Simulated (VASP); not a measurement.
**Zn: single point with PBEsol**

The system is Zn.

```
Zn
1.0
     2.55765    0.00000    0.00000
    -1.27882    2.21499    0.00000
     0.00000    0.00000    4.24946
Zn
2
Direct
  0.66667 0.33333 0.75000
  0.33333 0.66667 0.25000
```

| Property | Result |
| --- | --- |
| Program | VASP 6.6.1 |
| Task | single point |
| Functional | PBEsol |
| Potentials or basis | VASP PAW PBE potentials, release 64 (Zn) |
| Cutoff | 520 eV |
| k mesh | 11 × 11 × 6 |
| Occupations | fermi-dirac, width 0.05 eV |
| Spin | no spin polarisation |
| Dipole correction | no |
| Further INCAR settings | ALGO = Normal; EDIFF = 1e-06; NBANDS = 19 |

- Pressure: 20.8 GPa
- Band gap on the k mesh: zero (bands 12 and 13 overlap by 2.80 eV)

Stress tensor (GPa, compression positive):
```
20.85  0.00  0.00
 0.00 20.85  0.00
 0.00  0.00 20.72
```

Levels at points of the mesh, in eV from the Fermi level:
```csv
k point,band 9,band 10,band 11,band 12,band 13,band 14,band 15,band 16
"(0.00, 0.00, 0.00)",-8.40,-7.88,-7.88,-4.62,-1.67,17.69,17.69,18.93
"(0.00, 0.00, 0.50)",-8.05,-8.05,-8.05,-8.05,7.65,7.65,19.59,19.59
```

Run time: 39 s on 1 thread of Intel Xeon 8259CL, with other jobs on the host, peak memory 0.15 GiB.

Caveat: the cell stands under pressure; the PAW data sets were made with another functional, which shifts forces and pressure a little.
